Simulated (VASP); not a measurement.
# Hf3Be (I4/mmm) in VASP: notebook

The runs below take Hf3Be through single point, with PBEsol.

Everything below comes from runs of VASP 6.6.1. Logs are shortened: lines on timing, memory, paths and dates and some standing lists are left out, and cuts for length are marked.

### Step 1. The cell of the first run

The structure is tetragonal, space group I4/mmm (No. 139). The conventional cell has a = 4.184 Å, b = 4.184 Å, c = 8.706 Å, α = 90.00°, β = 90.00°, γ = 90.00°. Hf (site symmetry 4/mmm) has 4 Be at 2.96 Å and 8 Hf at 3.02 Å within 3.9 Å. Within 3.9 Å of Hf (site symmetry -4m2) lie 8 Hf at 2.96 to 3.02 Å and 4 Be at 3.02 Å. Be (site symmetry 4/mmm) has 12 Hf at 2.96 to 3.02 Å within 3.9 Å.

### Step 2. Single point, PBEsol

Input file INCAR:

```
PREC = Accurate
ENCUT = 520
EDIFF = 1E-6
ISMEAR = 0
SIGMA = 0.1
LREAL = F
LASPH = T
NELM = 60
ALGO = Fast
ISIF = 2
LWAVE = F
LCHARG = T
GGA = PS
LELF = T
LVHAR = T
NBANDS = 24
```

Input file KPOINTS:

```
Automatic mesh
0
Gamma
  12 12 12
```

Input file POSCAR:

```
Hf3Be
1.0
   -2.0920000000      2.0920000000      4.3530460000
    2.0920000000     -2.0920000000      4.3530460000
    2.0920000000      2.0920000000     -4.3530460000
Hf Be
3 1
Direct
    0.5000000000      0.5000000000      0.0000000000
    0.2500000000      0.7500000000      0.5000000000
    0.7500000000      0.2500000000      0.5000000000
    0.0000000000      0.0000000000      0.0000000000
```

Potentials or basis: VASP PAW PBE potentials, release 64 (Hf_pv, Be).

On the command line:

```sh
cat potpaw_PBE.64/Hf_pv/POTCAR potpaw_PBE.64/Be/POTCAR > POTCAR
mpirun -np 1 vasp_std > vasp.out
```

OUTCAR:

```text
PREC = Accurate
   ENCUT = 520
   EDIFF = 1E-6
   ISMEAR = 0
   LREAL = F
   LASPH = T
   NELM = 60
   ISIF = 2
   GGA = PS

 ion  position               nearest neighbor table
   1  0.500  0.500  0.000-   4 2.96   4 2.96   4 2.96   4 2.96   2 3.02   2 3.02   3 3.02   3 3.02
                             3 3.02   2 3.02   3 3.02   2 3.02
   2  0.250  0.750  0.500-   3 2.96   3 2.96   3 2.96   3 2.96   4 3.02   4 3.02   1 3.02   1 3.02
                             4 3.02   1 3.02   4 3.02   1 3.02
   3  0.750  0.250  0.500-   2 2.96   2 2.96   2 2.96   2 2.96   1 3.02   1 3.02   4 3.02   4 3.02
                             4 3.02   1 3.02   4 3.02   1 3.02
   4  0.000  0.000  0.000-   1 2.96   1 2.96   1 2.96   1 2.96   3 3.02   3 3.02   2 3.02   2 3.02
                             3 3.02   2 3.02   3 3.02   2 3.02

  LATTYP: Found a body centered tetragonal cell.
 ALAT       =     4.1840000000
 C/A-ratio  =     2.0808059273

  Lattice vectors:

 A1 = (  -2.0920000000,   2.0920000000,   4.3530460000)
 A2 = (   2.0920000000,  -2.0920000000,   4.3530460000)
 A3 = (   2.0920000000,   2.0920000000,  -4.3530460000)

Analysis of symmetry for initial positions (statically):
=====================================================================
 Subroutine PRICEL returns:
 Original cell was already a primitive cell.

 Routine SETGRP: Setting up the symmetry group for a
 body centered tetragonal supercell.

 Subroutine GETGRP returns: Found 16 space group operations
 (whereof 16 operations were pure point group operations)
 out of a pool of 16 trial point group operations.

The static configuration has the point symmetry D_4h.

Analysis of symmetry for dynamics (positions and initial velocities):
=====================================================================
 Subroutine PRICEL returns:
 Original cell was already a primitive cell.

 Routine SETGRP: Setting up the symmetry group for a
 body centered tetragonal supercell.

 Subroutine GETGRP returns: Found 16 space group operations
 (whereof 16 operations were pure point group operations)
 out of a pool of 16 trial point group operations.

The dynamic configuration has the point symmetry D_4h.

 Subroutine INISYM returns: Found 16 space group operations
 (whereof 16 operations are pure point group operations),
 and found     1 'primitive' translations

----------------------------------------------------------------------------------------

                                     Primitive cell

  volume of cell :      76.2038

  direct lattice vectors                    reciprocal lattice vectors
    -2.092000000  2.092000000  4.353046000     0.000000000  0.239005736  0.114862099
     2.092000000 -2.092000000  4.353046000     0.239005736  0.000000000  0.114862099
     2.092000000  2.092000000 -4.353046000     0.239005736  0.239005736  0.000000000

  length of vectors
     5.263263007  5.263263007  5.263263007     0.265173610  0.265173610  0.338005154

  position of ions in fractional coordinates (direct lattice)
     0.500000000  0.500000000  0.000000000
     0.250000000  0.750000000  0.500000000
     0.750000000  0.250000000  0.500000000
     0.000000000  0.000000000  0.000000000

  ion indices of the primitive-cell ions
   primitive index   ion index
                 1           1
                 2           2
                 3           3
                 4           4

----------------------------------------------------------------------------------------

 KPOINTS: Automatic mesh

Automatic generation of k-mesh.
 Grid dimensions read from file:
 generate k-points for:   12   12   12

 Generating k-lattice:

  Cartesian coordinates                     Fractional coordinates (reciprocal lattice)
     0.000000000  0.019917145  0.009571842     0.083333333  0.000000000  0.000000000
     0.019917145  0.000000000  0.009571842     0.000000000  0.083333333  0.000000000
     0.019917145  0.019917145  0.000000000     0.000000000  0.000000000  0.083333333

  Length of vectors
     0.022097801  0.022097801  0.028167096

  Shift w.r.t. Gamma in fractional coordinates (k-lattice)
     0.000000000  0.000000000  0.000000000

 Subroutine IBZKPT returns following result:
 ===========================================

 Found    163 irreducible k-points:

 Following reciprocal coordinates:
            Coordinates               Weight
  0.000000  0.000000  0.000000      1.000000
  0.083333 -0.000000  0.000000      8.000000
  0.166667 -0.000000  0.000000      8.000000
  0.250000 -0.000000  0.000000      8.000000
  0.333333 -0.000000  0.000000      8.000000
  0.416667 -0.000000  0.000000      8.000000
[... 16 lines left out ...]
  0.500000  0.166667  0.000000     16.000000
 -0.416667  0.166667  0.000000     16.000000
 [... further k-points ...]
   k-points           NKPTS =    163   k-points in BZ     NKDIM =    163   number of bands    NBANDS=     24
   number of dos      NEDOS =    301   number of ions     NIONS =      4
   total plane-waves  NPLWV =  64000
   dimension x,y,z NGX =    40 NGY =   40 NGZ =   40
   dimension x,y,z NGXF=    80 NGYF=   80 NGZF=   80
   ions per type =               3   1
   NGX,Y,Z   is equivalent  to a cutoff of  12.63, 12.63, 12.63 a.u.
   NGXF,Y,Z  is equivalent  to a cutoff of  25.27, 25.27, 25.27 a.u.
 SYSTEM =  unknown system
   PREC   = accura    normal or accurate (medium, high low for compatibility)
   ISTART =      0    job   : 0-new  1-cont  2-samecut
   ICHARG =      2    charge: 1-file 2-atom 10-const
   ISPIN  =      1    spin polarized calculation?
   LNONCOLLINEAR =      F non collinear calculations
   LSORBIT =      F    spin-orbit coupling
   LASPH  =      T    aspherical Exc in radial PAW
   ENCUT  =  520.0 eV  38.22 Ry    6.18 a.u.   9.79  9.79  9.79*2*pi/ulx,y,z
   NELM   =     60;   NELMIN=  2; NELMDL= -5     # of ELM steps
   EDIFF  = 0.1E-05   stopping-criterion for ELM
   LREAL  =      F    real-space projection
   EDIFFG = 0.1E-04   stopping-criterion for IOM
   NSW    =      0    number of steps for IOM
   IBRION =     -1    ionic relax: 0-MD 1-quasi-New 2-CG
   NFREE  =      0    steps in history (QN), initial steepest desc. (CG)
   ISIF   =      2    stress and relaxation
   ISYM   =      2    0-nonsym 1-usesym 2-fastsym
   POTIM  = 0.5000    time-step for ionic-motion
   TEBEG  =    0.0;   TEEND  =   0.0 temperature during run
   PSTRESS=    0.0 pullay stress
   NELECT =      32.0000    total number of electrons
   NUPDOWN=      -1.0000    fix difference up-down
   EMIN   =  10.00;   EMAX   =-10.00  energy-range for DOS
   EFERMI =   0.00;   METHOD = LEGACY
   ISMEAR =     0;   SIGMA  =   0.10  broadening in eV -4-tet -1-fermi 0-gaus
   EFERMI_NEDOS =   21; number of points for ismear=-14 and -15
   IALGO  =     68    algorithm
   IMIX   =      4    mixing-type and parameters
     AMIX     =   0.40;   BMIX     =  1.00
     AMIX_MAG =   1.60;   BMIX_MAG =  1.00
  volume/ion in A,a.u.               =      19.05       128.56
  Fermi-wavevector in a.u.,A,eV,Ry     =   1.225931  2.316673 20.448282  1.502906
  Thomas-Fermi vector in A             =   2.360950
   LORBIT       =      0    0 simple, 1 ext, 2 COOP (PROOUT), +10 PAW based schemes
   GGA     = PS    functional components
   LHFCALC =     F    Hartree Fock is set to
   AEXX    =    0.0000 exact exchange contribution
   IVDW    =     0    specifies the selected vdW correction
   LEPSILON=     F    determine dielectric tensor
   LRPA    =     F    only Hartree local field effects (RPA)
 non-spin polarized calculation
 RMM-DIIS sequential band-by-band and
 Gauss-broadening in eV      SIGMA  =   0.10
  energy-cutoff  :      520.00
  volume of cell :       76.20
 maximum number of plane-waves:      2072
   NGX = 19   NGY = 19   NGZ = 19

 number of electron      31.9999998 magnetization

 Free energy of the ion-electron system (eV)
  ---------------------------------------------------
  ext. energy  EPLUGINS =         0.00000000
  ---------------------------------------------------
  free energy    TOTEN  =       -35.14813618 eV

  energy without entropy =      -35.13956921  energy(sigma->0) =      -35.14385269

 E-fermi :   4.4773     XC(G=0): -11.2225

 val. band max:        4.4763603630   @ k =  -0.1667   0.0833   0.0000
 cond. band min:       4.4831206355   @ k =  -0.3333   0.4167   0.0833
 fundamental gap:      0.0067602725
 Fermi energy:         4.4772976950

 k-point     1 :       0.0000    0.0000    0.0000
  band No.  band energies     occupation
      1     -26.0967      2.00000
      2     -25.9574      2.00000
      3     -25.9574      2.00000
      4     -25.7035      2.00000
      5     -25.7035      2.00000
      6     -25.5463      2.00000
[... 16 lines left out ...]
     23       9.1694      0.00000
     24       9.1694      0.00000

 k-point     2 :       0.0833   -0.0000    0.0000
  band No.  band energies     occupation
      1     -26.0973      2.00000
      2     -25.9499      2.00000
      3     -25.9423      2.00000
      4     -25.7205      2.00000
      5     -25.7011      2.00000
      6     -25.5268      2.00000
[... 16 lines left out ...]
     23       8.9921      0.00000
     24       9.2375      0.00000

 k-point     3 :       0.1667   -0.0000    0.0000
  band No.  band energies     occupation
      1     -26.0912      2.00000
      2     -25.9286      2.00000
      3     -25.9133      2.00000
      4     -25.7442      2.00000
      5     -25.6934      2.00000
      6     -25.4889      2.00000
[... 16 lines left out ...]
     23       8.7524      0.00000
     24       9.3034      0.00000

 k-point     4 :       0.2500   -0.0000    0.0000
  band No.  band energies     occupation
      1     -26.0694      2.00000
      2     -25.9016      2.00000
      3     -25.8978      2.00000
      4     -25.7353      2.00000
      5     -25.6796      2.00000
      6     -25.4558      2.00000
[... 16 lines left out ...]
     23       8.6398      0.00000
     24       9.1259      0.00000

 k-point     5 :       0.3333   -0.0000    0.0000
  band No.  band energies     occupation
      1     -26.0353      2.00000
      2     -25.9042      2.00000
      3     -25.8652      2.00000
      4     -25.6940      2.00000
      5     -25.6581      2.00000
      6     -25.4875      2.00000
[... 16 lines left out ...]
     23       8.4411      0.00000
     24       8.4712      0.00000

 k-point     6 :       0.4167   -0.0000    0.0000
  band No.  band energies     occupation
      1     -26.0105      2.00000
      2     -25.8855      2.00000
      3     -25.8408      2.00000
      4     -25.6518      2.00000
      5     -25.6308      2.00000
      6     -25.5887      2.00000
[... 16 lines left out ...]
     23       8.1108      0.00000
     24       8.1222      0.00000
[... 379 lines left out ...]
 k-point    21 :       0.3333    0.1667    0.0000
  band No.  band energies     occupation
      1     -26.0832      2.00000
      2     -25.9752      2.00000
      3     -25.8535      2.00000
      4     -25.6804      2.00000
      5     -25.5930      2.00000
      6     -25.5473      2.00000
[... 16 lines left out ...]
     23       8.5813      0.00000
     24       9.4145      0.00000

 k-point    22 :       0.4167    0.1667    0.0000
  band No.  band energies     occupation
      1     -26.0579      2.00000
      2     -25.9789      2.00000
      3     -25.8648      2.00000
      4     -25.7378      2.00000
      5     -25.5671      2.00000
      6     -25.5074      2.00000
[... 16 lines left out ...]
     23       8.2214      0.00000
     24       9.0794      0.00000

 k-point    23 :       0.5000    0.1667    0.0000
  band No.  band energies     occupation
      1     -26.0656      2.00000
      2     -25.9507      2.00000
      3     -25.8931      2.00000
      4     -25.7349      2.00000
      5     -25.5861      2.00000
      6     -25.4855      2.00000
[... 16 lines left out ...]
     23       8.1148      0.00000
     24       8.7219      0.00000

 k-point    24 :      -0.4167    0.1667    0.0000
  band No.  band energies     occupation
      1     -26.1022      2.00000
      2     -25.9236      2.00000
      3     -25.8793      2.00000
      4     -25.7154      2.00000
      5     -25.6109      2.00000
      6     -25.5148      2.00000
[... 16 lines left out ...]
     23       8.2641      0.00000
     24       8.6255      0.00000

 [... further k-points ...]
[... 5 lines left out ...]
  --------------------------------------------------------------------------------------
  -------------------------------------------------------------------------------------
  Total       -2.1705983     -2.1705983     -1.9335068      0.0000000     -0.0000000     -0.0000000
  in kB      -45.6366149    -45.6366149    -40.6517909      0.0000000     -0.0000000     -0.0000000
  external PRESSURE =     -43.9750069 kB  Pullay stress =       0.0000000 kB

 VOLUME and BASIS-vectors are now :
 -----------------------------------------------------------------------------
  energy-cutoff  :      520.00
  volume of cell :       76.20
      direct lattice vectors                 reciprocal lattice vectors
    -2.092000000  2.092000000  4.353046000     0.000000000  0.239005736  0.114862099
     2.092000000 -2.092000000  4.353046000     0.239005736  0.000000000  0.114862099
     2.092000000  2.092000000 -4.353046000     0.239005736  0.239005736  0.000000000

 POSITION                                       TOTAL-FORCE (eV/Angst)
 -----------------------------------------------------------------------------------
      0.00000      0.00000      4.35305        -0.000000      0.000000     -0.000000
      2.09200      0.00000      2.17652        -0.000000     -0.000000      0.000000
      0.00000      2.09200      2.17652         0.000000     -0.000000      0.000000
      0.00000      0.00000      0.00000        -0.000000      0.000000     -0.000000
 -----------------------------------------------------------------------------------
    total drift:                                0.000000     -0.000000      0.000000

  FREE ENERGIE OF THE ION-ELECTRON SYSTEM (eV)
  ---------------------------------------------------
  free  energy   TOTEN  =       -35.1481361828 eV

  energy  without entropy=      -35.1395692069  energy(sigma->0) =      -35.14385269
```

Wall time 5.2 min (1 thread of Intel Xeon Platinum 8488C (Sapphire Rapids), shared host); peak memory 0.42 GiB.

What came out:

```
Free energy            : -35.1481 eV
Pressure               : -4.4 GPa
Band gap on the k mesh : zero (bands 16 and 17 overlap by 0.61 eV)
```

Stress tensor (GPa, compression positive):
```
-4.56  0.00  0.00
 0.00 -4.56  0.00
 0.00  0.00 -4.07
```

Levels at points of the mesh, in eV from the Fermi level:
```tsv
k point	band 14	band 15	band 16	band 17	band 18	band 19
(0.00, 0.00, 0.00)	-0.98	-0.98	0.08	0.76	0.76	1.63
(0.50, 0.00, 0.00)	-1.26	-0.66	-0.33	1.11	1.16	1.22
(0.50, 0.50, 0.00)	-1.27	-0.31	-0.19	0.65	0.93	1.36
(0.50, 0.50, 0.50)	-1.38	-1.38	-0.95	1.23	1.52	1.52
```

Caveat: the cell stands under tension; the PAW data sets were made with another functional, which shifts forces and pressure a little; spin-orbit coupling is left out, which moves the levels of the heavy elements.

### Step 3. Single point, PBEsol

Input file INCAR:

```
  ALGO = Fast
  EDIFF = 1E-7
  ENCUT = 520
  GGA = PS
  ISIF = 2
  ISMEAR = 0
  LASPH = T
  LCHARG = T
  LELF = T
  LREAL = F
  LVHAR = T
  LWAVE = F
  NBANDS = 24
  NELM = 60
  PREC = Accurate
  SIGMA = 0.1
```

Input file KPOINTS:

```
k-points
0
Gamma
  15 15 15
```

POSCAR is that of step 2.

Potentials or basis: VASP PAW PBE potentials, release 64 (Hf_pv, Be).

On the command line:

```sh
cat potpaw_PBE.64/Hf_pv/POTCAR potpaw_PBE.64/Be/POTCAR > POTCAR
mpirun -np 1 vasp_std > vasp.out
```

Wall time 8.7 min (1 thread of Intel Xeon Platinum 8488C (Sapphire Rapids), shared host); peak memory 0.57 GiB.

The run converged. Its results:

```yaml
Free_energy: -35.1476 eV
Pressure: -4.4 GPa
Band_gap_on_the_k_mesh: zero (bands 16 and 17 overlap by 0.54 eV)
```

Stress tensor (GPa, compression positive):
```
-4.55  0.00  0.00
 0.00 -4.55  0.00
 0.00  0.00 -4.07
```

Levels at points of the mesh, in eV from the Fermi level:
```
           k point  band 13  band 14  band 15  band 16  band 17  band 18  band 19  band 20
(0.00, 0.00, 0.00)    -1.42    -0.98    -0.98     0.08     0.76     0.76     1.63     3.03
```

Caveat: the cell stands under tension; the PAW data sets were made with another functional, which shifts forces and pressure a little; spin-orbit coupling is left out, which moves the levels of the heavy elements.
